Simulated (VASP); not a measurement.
Se, 3 atoms in the cell. It takes space group P3_221 (No. 154, trigonal). The conventional cell has a = 4.355 Å, b = 4.355 Å, c = 4.999 Å, α = 90.00°, β = 90.00°, γ = 120.00°. Within 3.1 Å of Se (site symmetry 2) lie 2 Se at 2.34 Å.  This cell differs from its parent crystal: zz strain of +1 %.

- Program: VASP 6.6.1
- Task: electric field gradients
- Functional: PBEsol
- Potentials or basis: VASP PAW PBE potentials, release 64 (Se)
- Cutoff: 520 eV
- k mesh: 8 × 8 × 6
- Occupations: fermi-dirac, width 0.02 eV
- Spin: no spin polarisation
- Dipole correction: no
- Further INCAR settings: ALGO = Normal; EDIFF = 1e-08; NBANDS = 16

Potentials or basis: VASP PAW PBE potentials, release 64 (Se).

Launch:

```sh
$ cat potpaw_PBE.64/Se/POTCAR > POTCAR
$ mpirun -np 1 vasp_std > vasp.out
```

Hardware: 1 thread of Intel(R) Xeon(R) Platinum 8488C (Sapphire Rapids), with other jobs on the host.

**Question.** How long does it take, and how much memory?

**Answer.** Run time: 30 s on 1 thread of Intel(R) Xeon(R) Platinum 8488C (Sapphire Rapids), with other jobs on the host, peak memory 0.21 GiB. Counts: scf iterations 14, k points 50.
